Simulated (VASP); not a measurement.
**Pd: single point with r2SCAN**

Pd:

```
Pd
1.0
     0.00000    1.95373    1.95373
     1.95373    0.00000    1.95373
     1.95373    1.95373    0.00000
Pd
1
Direct
  0.00000 0.00000 0.00000
```

| Quantity | Value |
| --- | --- |
| Program | VASP 6.6.1 |
| Task | single point |
| Functional | r2SCAN |
| Potentials or basis | VASP PAW PBE potentials, release 64 (Pd) |
| Cutoff | 520 eV |
| k mesh | 18 × 18 × 18 |
| Occupations | gaussian, width 0.1 eV |
| Spin | no spin polarisation |
| Dipole correction | no |
| Further INCAR settings | ALGO = Normal; EDIFF = 1e-06; NBANDS = 11 |

| Property | Result |
| --- | --- |
| Pressure | 0.7 GPa |
| Band gap on the k mesh | zero (band 5 reaches 9.73 eV, above the bottom of band 6 at 8.08 eV) |

Levels at points of the mesh, in eV from the Fermi level:
| k point | band 2 | band 3 | band 4 | band 5 | band 6 | band 7 | band 8 | band 9 |
| --- | --- | --- | --- | --- | --- | --- | --- | --- |
| (0.00, 0.00, 0.00) | -2.86 | -2.86 | -2.86 | -1.28 | -1.28 | 18.02 | 22.49 | 22.94 |
| (0.50, 0.00, 0.00) | -2.94 | -2.94 | -0.04 | -0.04 | 1.31 | 7.62 | 17.41 | 22.02 |
| (0.50, 0.50, 0.00) | -5.17 | -0.10 | 0.30 | 0.30 | 3.66 | 11.19 | 13.87 | 13.87 |

It took 110 s on 1 thread of Intel(R) Xeon(R) Platinum 8488C (Sapphire Rapids), with other jobs on the host, peak memory 0.16 GiB.

Caveat: the PAW data sets were made with another functional, which shifts forces and pressure a little.
